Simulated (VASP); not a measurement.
Write the native input for VASP 6.6.1 that does the following.

- Task: single point
- Functional: r2SCAN
- Potentials or basis: VASP PAW PBE potentials, release 64 (Mo_sv, S)
- Cutoff: 520 eV
- k mesh: 14 × 14 × 14
- Occupations: gaussian, width 0.1 eV
- Spin: no spin polarisation
- Dipole correction: no
- Further INCAR settings: ALGO = Normal; EDIFF = 1e-06; NBANDS = 17

Crystal: MoS.

```
Mo S
1.0
     0.00000    2.44782    2.44782
     2.44782    0.00000    2.44782
     2.44782    2.44782    0.00000
Mo S
1 1
Direct
  0.00000 0.00000 0.00000
  0.50000 0.50000 0.50000
```

The input as run:

POSCAR

```
MoS
1.0
    0.0000000000      2.4478204267      2.4478204267
    2.4478204267      0.0000000000      2.4478204267
    2.4478204267      2.4478204267      0.0000000000
Mo S
1 1
Direct
    0.0000000000      0.0000000000      0.0000000000
    0.5000000000      0.5000000000      0.5000000000
```

INCAR.step1

```
ALGO = Normal ; EDIFF = 1E-4
ENCUT = 520 ; GGA = PE
ISMEAR = 0 ; LASPH = T
LCHARG = F ; LREAL = F
LWAVE = T ; NBANDS = 17
NELM = 80 ; PREC = Accurate
SIGMA = 0.1
```

INCAR.step2

```
ALGO = Normal ; EDIFF = 1E-6
ENCUT = 520 ; ISIF = 2
ISMEAR = 0 ; ISTART = 1
LASPH = T ; LCHARG = F
LMIXTAU = T ; LREAL = F
LWAVE = F ; METAGGA = R2SCAN
NBANDS = 17 ; NELM = 80
PREC = Accurate ; SIGMA = 0.1
```

KPOINTS

```
k-points
0
Gamma
  14 14 14
```

Potentials or basis: VASP PAW PBE potentials, release 64 (Mo_sv, S).

Launch:

```bash
$ cat potpaw_PBE.64/Mo_sv/POTCAR potpaw_PBE.64/S/POTCAR > POTCAR
$ cp INCAR.step1 INCAR
$ mpirun -np 1 vasp_std > vasp.out
$ cp INCAR.step2 INCAR
$ mpirun -np 1 vasp_std > vasp.out
```

Results of the run:

```
Pressure               : 6.3 GPa
Band gap on the k mesh : zero (bands 10 and 11 overlap by 3.06 eV)
```

Caveat: the cell stands under pressure; the PAW data sets were made with another functional, which shifts forces and pressure a little.

It took 4.3 min on 1 thread of Intel Xeon 8259CL (shared host), peak memory 0.2 GiB.
